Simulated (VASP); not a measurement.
# TaN in VASP: notebook

Runs on TaN. Level: PBE. Tasks: single point.

All numbers are computed with VASP 6.6.1; they aren't measurements. Logs are shortened: lines on timing, memory, paths and dates and some standing lists are left out, and cuts for length are marked.

### 1 The cell of the first run

The cell holds a slab with vacuum, 8 atoms: a = 2.950 Å, b = 2.950 Å, c = 25.142 Å, α = 90.00°, β = 90.00°, γ = 120.00°.

### 2 Single point, PBE

Contents of INCAR:

```
PREC     = Accurate       # precision mode
ENCUT    = 520            # plane-wave cutoff, eV
EDIFF    = 1E-7           # SCF threshold, eV
ISMEAR   = 0              # smearing method
SIGMA    = 0.1            # smearing width, eV
LREAL    = False          # projectors in reciprocal space
LASPH    = True           # aspherical terms in the spheres
NELM     = 80             # most SCF steps
ALGO     = Normal         # electronic algorithm
ISIF     = 2              # what is computed and relaxed
LWAVE    = False          # write WAVECAR
LCHARG   = False          # write CHGCAR
LDIPOL   = True         
IDIPOL   = 3            
DIPOL    = 0.5 0.5 0.500
GGA      = PE             # functional
NBANDS   = 42             # bands
```

Contents of KPOINTS:

```
regular mesh
0
Gamma
  12 12 1
```

Contents of POSCAR:

```
TaN
1.0
    2.9501846799      0.0000000000      0.0000000000
   -1.4750923400      2.5549348787      0.0000000000
    0.0000000000      0.0000000000     25.1422006063
Ta N
4 4
Direct
    0.3333333333      0.6666666667      0.2983032439
    0.3333333333      0.6666666667      0.4135585331
    0.3333333333      0.6666666667      0.5288138223
    0.3333333333      0.6666666667      0.6440691115
    0.0000000000      0.0000000000      0.3559308885
    0.0000000000      0.0000000000      0.4711861777
    0.0000000000      0.0000000000      0.5864414669
    0.0000000000      0.0000000000      0.7016967561
```

Potentials or basis: VASP PAW PBE potentials, release 64 (Ta_pv, N).

Command:

```
cat potpaw_PBE.64/Ta_pv/POTCAR potpaw_PBE.64/N/POTCAR > POTCAR
mpirun -np 1 vasp_std > vasp.out
```

OUTCAR:

```text
PREC = Accurate
   ENCUT = 520
   EDIFF = 1E-7
   ISMEAR = 0
   LREAL = False
   LASPH = True
   NELM = 80
   ISIF = 2
   GGA = PE

 ion  position               nearest neighbor table
   1  0.333  0.667  0.298-   5 2.24   5 2.24   5 2.24   2 2.90
   2  0.333  0.667  0.414-   6 2.24   5 2.24   6 2.24   5 2.24   6 2.24   5 2.24   1 2.90   3 2.90

   3  0.333  0.667  0.529-   7 2.24   6 2.24   7 2.24   6 2.24   7 2.24   6 2.24   2 2.90   4 2.90

   4  0.333  0.667  0.644-   8 2.24   7 2.24   8 2.24   7 2.24   8 2.24   7 2.24   3 2.90
   5  0.000  0.000  0.356-   1 2.24   2 2.24   1 2.24   2 2.24   1 2.24   2 2.24
   6  0.000  0.000  0.471-   2 2.24   3 2.24   2 2.24   3 2.24   2 2.24   3 2.24
   7  0.000  0.000  0.586-   3 2.24   4 2.24   3 2.24   4 2.24   3 2.24   4 2.24
   8  0.000  0.000  0.702-   4 2.24   4 2.24   4 2.24

  LATTYP: Found a hexagonal cell.
 ALAT       =     2.9501846799
 C/A-ratio  =     8.5222463453

  Lattice vectors:

 A1 = (   2.9501846799,   0.0000000000,   0.0000000000)
 A2 = (  -1.4750923400,   2.5549348787,   0.0000000000)
 A3 = (   0.0000000000,   0.0000000000,  25.1422006063)

Analysis of symmetry for initial positions (statically):
=====================================================================
 Subroutine PRICEL returns:
 Original cell was already a primitive cell.

 Routine SETGRP: Setting up the symmetry group for a
 hexagonal supercell.

 Subroutine GETGRP returns: Found  6 space group operations
 (whereof  6 operations were pure point group operations)
 out of a pool of 24 trial point group operations.

The static configuration has the point symmetry C_3v.

Analysis of symmetry for dynamics (positions and initial velocities):
=====================================================================
 Subroutine PRICEL returns:
 Original cell was already a primitive cell.

 Routine SETGRP: Setting up the symmetry group for a
 hexagonal supercell.

 Subroutine GETGRP returns: Found  6 space group operations
 (whereof  6 operations were pure point group operations)
 out of a pool of 24 trial point group operations.

The dynamic configuration has the point symmetry C_3v.

 Subroutine INISYM returns: Found  6 space group operations
 (whereof  6 operations are pure point group operations),
 and found     1 'primitive' translations

----------------------------------------------------------------------------------------

                                     Primitive cell

[... 110 lines left out ...]
   EFERMI =   0.00;   METHOD = LEGACY
   ISMEAR =     0;   SIGMA  =   0.10  broadening in eV -4-tet -1-fermi 0-gaus
   EFERMI_NEDOS =   21; number of points for ismear=-14 and -15
   IALGO  =     38    algorithm
   IMIX   =      4    mixing-type and parameters
     AMIX     =   0.40;   BMIX     =  1.00
     AMIX_MAG =   1.60;   BMIX_MAG =  1.00
  volume/ion in A,a.u.               =      23.69       159.86
  Fermi-wavevector in a.u.,A,eV,Ry     =   1.140050  2.154383 17.683695  1.299715
  Thomas-Fermi vector in A             =   2.276753
   LORBIT       =      0    0 simple, 1 ext, 2 COOP (PROOUT), +10 PAW based schemes
   GGA     = PE    functional components
   LHFCALC =     F    Hartree Fock is set to
   AEXX    =    0.0000 exact exchange contribution
   IVDW    =     0    specifies the selected vdW correction
   LEPSILON=     F    determine dielectric tensor
   LRPA    =     F    only Hartree local field effects (RPA)
 non-spin polarized calculation
 Gauss-broadening in eV      SIGMA  =   0.10
  energy-cutoff  :      520.00
  volume of cell :      189.51
 maximum number of plane-waves:      5193
 NGX is ok and might be reduce to    24
   NGX = 11   NGY = 11   NGZ = 93

 dipolmoment           0.000000      0.000000     -0.070412 electrons x Angstroem

 number of electron      64.0000009 magnetization

 dipolmoment           0.000000      0.000000      0.107906 electrons x Angstroem

 Free energy of the ion-electron system (eV)
  ---------------------------------------------------
  ext. energy  EPLUGINS =         0.00000000
  ---------------------------------------------------
  free energy    TOTEN  =       -84.85811372 eV

  energy without entropy =      -84.83035269  energy(sigma->0) =      -84.84423321

 E-fermi :   0.1024     XC(G=0):  -6.9609

 val. band max:        0.0590180862   @ k =   0.3333   0.1667   0.0000
 cond. band min:       0.1066625699   @ k =   0.3333  -0.0000   0.0000
 fundamental gap:      0.0476444837
 Fermi energy:         0.1024362081

 k-point     1 :       0.0000    0.0000    0.0000
  band No.  band energies     occupation
      1     -35.3214      2.00000
      2     -34.9518      2.00000
      3     -34.6006      2.00000
      4     -34.3836      2.00000
      5     -34.3667      2.00000
      6     -34.3667      2.00000
[... 844 lines left out ...]
     41       4.8014      0.00000
     42       4.9516      0.00000

------------------------ aborting loop because EDIFF is reached ----------------------------------------

 vacuum level on the upper side and lower side of the slab       (xc-potential included)         1.258        -1.275

  FORCE on cell =-STRESS in cart. coord.  units (eV):
  Direction    XX          YY          ZZ          XY          YZ          ZX
  --------------------------------------------------------------------------------------
  -------------------------------------------------------------------------------------
  Total       -1.0716900     -1.0716900     -7.3579904      0.0000000      0.0000000      0.0000000
  in kB       -9.0604012     -9.0604012    -62.2067442      0.0000000      0.0000000      0.0000000
  external PRESSURE =     -26.7758488 kB  Pullay stress =       0.0000000 kB

 VOLUME and BASIS-vectors are now :
 -----------------------------------------------------------------------------
  energy-cutoff  :      520.00
  volume of cell :      189.51
      direct lattice vectors                 reciprocal lattice vectors
     2.950184680  0.000000000  0.000000000     0.338961831  0.195699704  0.000000000
    -1.475092340  2.554934879  0.000000000     0.000000000  0.391399408  0.000000000
     0.000000000  0.000000000 25.142200606     0.000000000  0.000000000  0.039773766

 POSITION                                       TOTAL-FORCE (eV/Angst)
 -----------------------------------------------------------------------------------
     -0.00000      1.70329      7.50000        -0.000000     -0.000000     -0.140897
     -0.00000      1.70329     10.39777         0.000000     -0.000000     -0.333383
     -0.00000      1.70329     13.29554        -0.000000      0.000000      0.247103
     -0.00000      1.70329     16.19331        -0.000000     -0.000000      6.988494
      0.00000      0.00000      8.94889         0.000000     -0.000000      0.391075
      0.00000      0.00000     11.84666        -0.000000      0.000000     -0.037388
      0.00000      0.00000     14.74443         0.000000      0.000000     -1.122769
      0.00000      0.00000     17.64220         0.000000     -0.000000     -5.992235
 -----------------------------------------------------------------------------------
    total drift:                                0.000000     -0.000000     -0.000266

  FREE ENERGIE OF THE ION-ELECTRON SYSTEM (eV)
  ---------------------------------------------------
  free  energy   TOTEN  =       -84.8581137208 eV

  energy  without entropy=      -84.8303526935  energy(sigma->0) =      -84.84423321

 vacuum level on the upper side and lower side of the slab         7.779         5.183
```

OSZICAR:

```text
N       E                     dE             d eps       ncg     rms          rms(c)
DAV:   1     0.604082895285E+03    0.60408E+03   -0.35379E+04  1756   0.143E+03
DAV:   2    -0.507105335218E+02   -0.65479E+03   -0.63206E+03  1892   0.407E+02
DAV:   3    -0.952957058936E+02   -0.44585E+02   -0.43483E+02  2040   0.977E+01
[... 35 lines left out ...]
DAV:  39    -0.848581073376E+02   -0.69348E-05   -0.11835E-06  1976   0.794E-03    0.376E-03
DAV:  40    -0.848581111987E+02   -0.38611E-05   -0.47756E-07  1664   0.395E-03    0.168E-03
DAV:  41    -0.848581119976E+02   -0.79890E-06   -0.91395E-08  1392   0.202E-03    0.114E-03
DAV:  42    -0.848581134827E+02   -0.14851E-05   -0.14938E-07  1348   0.213E-03    0.152E-03
DAV:  43    -0.848581136656E+02   -0.18289E-06   -0.40712E-08  1088   0.120E-03    0.447E-04
DAV:  44    -0.848581137208E+02   -0.55198E-07   -0.10710E-08   916   0.580E-04
   1 F= -.84858114E+02 E0= -.84844233E+02  d E =-.277610E-01
```

Run time: 16 min. Hardware: 1 thread of AMD EPYC 7R43 (Zen 3), shared host; peak memory 0.33 GiB.

What came out:

```yaml
Free_energy: -84.8581 eV
Largest_force: 6.988 eV/Å
Band_gap_on_the_k_mesh: zero (bands 32 and 33 overlap by 0.63 eV)
```

Forces on the atoms (eV/Å):
```
Ta   0.000  0.000 -0.141
Ta   0.000  0.000 -0.333
Ta   0.000  0.000  0.247
Ta   0.000  0.000  6.988
N    0.000  0.000  0.391
N    0.000  0.000 -0.037
N    0.000  0.000 -1.123
N    0.000  0.000 -5.992
```

Caveat: spin-orbit coupling is left out, which moves the levels of the heavy elements.

### 3 Single point, PBE

Contents of INCAR:

```
SYSTEM = TaN
  ALGO = Normal
  DIPOL = 0.5 0.5 0.500
  EDIFF = 1E-7
  ENCUT = 520
  GGA = PE
  IDIPOL = 3
  ISIF = 2
  ISMEAR = 0
  LASPH = .True.
  LCHARG = .True.
  LDIPOL = .True.
  LELF = .True.
  LREAL = .False.
  LVACPOTAV = .True.
  LVHAR = .True.
  LWAVE = .False.
  NBANDS = 42
  NELM = 100
  PREC = Accurate
  SIGMA = 0.1
```

Contents of KPOINTS:

```
k-points
0
Gamma
  12 12 1
  0 0 0
```

Contents of POSCAR:

```
TaN
1.0
    2.9501846799      0.0000000000      0.0000000000
   -1.4750923400      2.5549348787      0.0000000000
    0.0000000000      0.0000000000     25.1422006063
Ta N
4 4
Direct
    0.3333333333      0.6666666667      0.2997933546
    0.3333333333      0.6666666667      0.4148159381
    0.3333333333      0.6666666667      0.5302925138
    0.3333333333      0.6666666667      0.6487099434
    0.0000000000      0.0000000000      0.3582686457
    0.0000000000      0.0000000000      0.4721027347
    0.0000000000      0.0000000000      0.5856658862
    0.0000000000      0.0000000000      0.6903509835
```

Potentials or basis: VASP PAW PBE potentials, release 64 (Ta_pv, N).

Command:

```
cat potpaw_PBE.64/Ta_pv/POTCAR potpaw_PBE.64/N/POTCAR > POTCAR
mpirun -np 1 vasp_std > vasp.out
```

OUTCAR:

```text
SYSTEM = TaN
   EDIFF = 1E-7
   ENCUT = 520
   GGA = PE
   ISIF = 2
   ISMEAR = 0
   LASPH = .True.
   LREAL = .False.
   NELM = 100
   PREC = Accurate

 ion  position               nearest neighbor table
   1  0.333  0.667  0.300-   5 2.25   5 2.25   5 2.25   2 2.89
   2  0.333  0.667  0.415-   5 2.22   5 2.22   5 2.22   6 2.23   6 2.23   6 2.23   1 2.89   3 2.90

   3  0.333  0.667  0.530-   7 2.20   7 2.20   7 2.20   6 2.25   6 2.25   6 2.25   2 2.90   4 2.98

   4  0.333  0.667  0.649-   8 2.00   8 2.00   8 2.00   7 2.33   7 2.33   7 2.33   3 2.98
   5  0.000  0.000  0.358-   2 2.22   2 2.22   2 2.22   1 2.25   1 2.25   1 2.25
   6  0.000  0.000  0.472-   2 2.23   2 2.23   2 2.23   3 2.25   3 2.25   3 2.25
   7  0.000  0.000  0.586-   3 2.20   3 2.20   3 2.20   4 2.33   4 2.33   4 2.33
   8  0.000  0.000  0.690-   4 2.00   4 2.00   4 2.00

  LATTYP: Found a hexagonal cell.
 ALAT       =     2.9501846799
 C/A-ratio  =     8.5222463453

  Lattice vectors:

 A1 = (   2.9501846799,   0.0000000000,   0.0000000000)
 A2 = (  -1.4750923400,   2.5549348787,   0.0000000000)
 A3 = (   0.0000000000,   0.0000000000,  25.1422006063)

Analysis of symmetry for initial positions (statically):
=====================================================================
 Subroutine PRICEL returns:
 Original cell was already a primitive cell.

 Routine SETGRP: Setting up the symmetry group for a
 hexagonal supercell.

 Subroutine GETGRP returns: Found  6 space group operations
 (whereof  6 operations were pure point group operations)
 out of a pool of 24 trial point group operations.

The static configuration has the point symmetry C_3v.

Analysis of symmetry for dynamics (positions and initial velocities):
=====================================================================
 Subroutine PRICEL returns:
 Original cell was already a primitive cell.

 Routine SETGRP: Setting up the symmetry group for a
 hexagonal supercell.

[... 139 lines left out ...]
   LEPSILON=     F    determine dielectric tensor
   LRPA    =     F    only Hartree local field effects (RPA)
 non-spin polarized calculation
 Gauss-broadening in eV      SIGMA  =   0.10
  energy-cutoff  :      520.00
  volume of cell :      189.51
 maximum number of plane-waves:      5193
 NGX is ok and might be reduce to    24
   NGX = 11   NGY = 11   NGZ = 93

 dipolmoment           0.000000      0.000000     -0.003918 electrons x Angstroem

 number of electron      64.0000009 magnetization

 dipolmoment           0.000000      0.000000      0.052634 electrons x Angstroem

 Free energy of the ion-electron system (eV)
  ---------------------------------------------------
  ext. energy  EPLUGINS =         0.00000000
  ---------------------------------------------------
  free energy    TOTEN  =       -86.31162690 eV

  energy without entropy =      -86.29595661  energy(sigma->0) =      -86.30379176

 E-fermi :   0.5175     XC(G=0):  -6.8789

 val. band max:        0.4746025602   @ k =   0.3333   0.2500   0.0000
 cond. band min:       0.5940941345   @ k =   0.0833   0.0000   0.0000
 fundamental gap:      0.1194915743
 Fermi energy:         0.5174839702

 k-point     1 :       0.0000    0.0000    0.0000
  band No.  band energies     occupation
      1     -34.8194      2.00000
      2     -34.6166      2.00000
      3     -34.3139      2.00000
      4     -34.1136      2.00000
      5     -34.0140      2.00000
      6     -34.0140      2.00000
[... 844 lines left out ...]
     41       5.0866      0.00000
     42       5.2027      0.00000

------------------------ aborting loop because EDIFF is reached ----------------------------------------

  FORCE on cell =-STRESS in cart. coord.  units (eV):
  Direction    XX          YY          ZZ          XY          YZ          ZX
  --------------------------------------------------------------------------------------
  -------------------------------------------------------------------------------------
  Total        2.2841453      2.2841453      0.4176556     -0.0000000     -0.0000000     -0.0000000
  in kB       19.3108761     19.3108761      3.5309902     -0.0000000     -0.0000000     -0.0000000
  external PRESSURE =      14.0509141 kB  Pullay stress =       0.0000000 kB

 VOLUME and BASIS-vectors are now :
 -----------------------------------------------------------------------------
  energy-cutoff  :      520.00
  volume of cell :      189.51
      direct lattice vectors                 reciprocal lattice vectors
     2.950184680  0.000000000  0.000000000     0.338961831  0.195699704  0.000000000
    -1.475092340  2.554934879  0.000000000     0.000000000  0.391399408  0.000000000
     0.000000000  0.000000000 25.142200606     0.000000000  0.000000000  0.039773766

 POSITION                                       TOTAL-FORCE (eV/Angst)
 -----------------------------------------------------------------------------------
     -0.00000      1.70329      7.53746        -0.000000      0.000000     -0.030821
     -0.00000      1.70329     10.42939        -0.000000      0.000000      0.002620
     -0.00000      1.70329     13.33272         0.000000     -0.000000     -0.002303
     -0.00000      1.70329     16.31000         0.000000     -0.000000     -0.071757
      0.00000      0.00000      9.00766         0.000000      0.000000     -0.016125
      0.00000      0.00000     11.86970         0.000000      0.000000      0.000049
      0.00000      0.00000     14.72493         0.000000      0.000000      0.002370
      0.00000      0.00000     17.35694        -0.000000      0.000000      0.115966
 -----------------------------------------------------------------------------------
    total drift:                                0.000000     -0.000000     -0.000081

  FREE ENERGIE OF THE ION-ELECTRON SYSTEM (eV)
  ---------------------------------------------------
  free  energy   TOTEN  =       -86.3116269004 eV

  energy  without entropy=      -86.2959566118  energy(sigma->0) =      -86.30379176

 vacuum level on the upper side and lower side of the slab         6.865         5.601
```

Run time: 19 min. Hardware: 1 thread of AMD EPYC 7R43 (Zen 3), shared host; peak memory 0.34 GiB.

Results:

| Property | Result |
| --- | --- |
| Free energy | -86.3116 eV |
| Largest force | 0.116 eV/Å |
| Band gap on the k mesh | zero (bands 32 and 33 overlap by 0.88 eV) |

Forces on the atoms (eV/Å):
```
Ta   0.000  0.000 -0.031
Ta   0.000  0.000  0.003
Ta   0.000  0.000 -0.002
Ta   0.000  0.000 -0.072
N    0.000  0.000 -0.016
N    0.000  0.000  0.000
N    0.000  0.000  0.002
N    0.000  0.000  0.116
```

Levels at points of the mesh, in eV from the Fermi level:
| k point | band 28 | band 29 | band 30 | band 31 | band 32 | band 33 | band 34 | band 35 | band 36 | band 37 |
| --- | --- | --- | --- | --- | --- | --- | --- | --- | --- | --- |
| (0.00, 0.00, 0.00) | -3.16 | -2.03 | -1.01 | -0.08 | 0.48 | 0.48 | 1.00 | 1.00 | 1.64 | 1.99 |
| (0.50, 0.00, 0.00) | -2.60 | -2.49 | -1.50 | -0.59 | 0.46 | 0.72 | 2.27 | 3.32 | 3.48 | 3.98 |

Caveat: spin-orbit coupling is left out, which moves the levels of the heavy elements.
